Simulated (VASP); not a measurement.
Input of a VASP 6.6.1 run:

INCAR

```
SYSTEM = InSb
PREC = Accurate
ENCUT = 520
EDIFF = 1E-8
ISMEAR = -1
SIGMA = 0.08
LREAL = .False.
LASPH = .True.
NELM = 100
ALGO = Normal
ISIF = 2
LWAVE = .False.
LCHARG = .False.
GGA = PE
LEFG = .True.
NBANDS = 26
```

The input KPOINTS:

```
Automatic mesh
0
Gamma
  6 6 11
  0 0 0
```

Contents of POSCAR:

```
InSb
1.0
    5.3570000000      0.0000000000      0.0000000000
    0.0000000000      5.7120000000      0.0000000000
    0.0000000000      0.0000000000      3.0017400000
In Sb
2 2
Direct
    0.0000000000      0.0000000000      0.0000000000
    0.5000000000      0.5000000000      0.0000000000
    0.5000000000      0.0000000000      0.8350000000
    0.0000000000      0.5000000000      0.1650000000
```

Potentials or basis: VASP PAW PBE potentials, release 64 (In_d, Sb).

Command:

```console
$ cat potpaw_PBE.64/In_d/POTCAR potpaw_PBE.64/Sb/POTCAR > POTCAR
$ mpirun -np 1 vasp_std > vasp.out
```

(1) Predict the band gap on the k mesh.

(2) What does it give for the pressure?

Answers

(1) zero (bands 18 and 19 overlap by 3.23 eV).

(2) 20.0 GPa.

Caveat: the cell differs from its parent crystal (zz strain of -2 %); the stress differs along the axes, from 13 to 31 GPa; without QUAD_EFG the Cq values of the log hold for a quadrupole moment of 1 mb, not for the nuclei; spin-orbit coupling is left out, which moves the levels of the heavy elements.
